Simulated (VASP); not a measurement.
Runs of VASP 6.6.1 on AlH4. The structure is that of space group Im-3m (No. 229), or close to it. The cells are those of the table. 

```tsv
task	cell	k mesh	cutoff (eV)	gap on the mesh (eV)	pressure (GPa)
single point	a = 3.597 Å, angles 109.5°, 5 atoms	12 × 12 × 12	520	none	-0.2
relaxation of cell and atoms	relaxed from a = 3.898 Å, angles 109.5°, 5 atoms	6 × 6 × 6	600	none	0.4
single point	a = 3.898 Å, angles 109.5°, 5 atoms	6 × 6 × 6	520	none	-11.8
single point	a = 3.594 Å, angles 109.5°, 5 atoms	6 × 6 × 6	520	none	(a)
relaxation of cell and atoms	relaxed from a = 3.594 Å, angles 109.5°, 5 atoms	12 × 12 × 12	600	none	0.1
```

Alike in all rows: level PBE; potentials or basis VASP PAW PBE potentials, release 64 (Al, H); no spin polarisation; smearing gaussian 0.1 eV.

Question: Estimate the missing entries.

Answer: (a) -0.3.

Caveats: the relaxation stopped at its first step, so nothing moved (some runs).

A gap of «none» marks levels without a gap at the run's occupations.
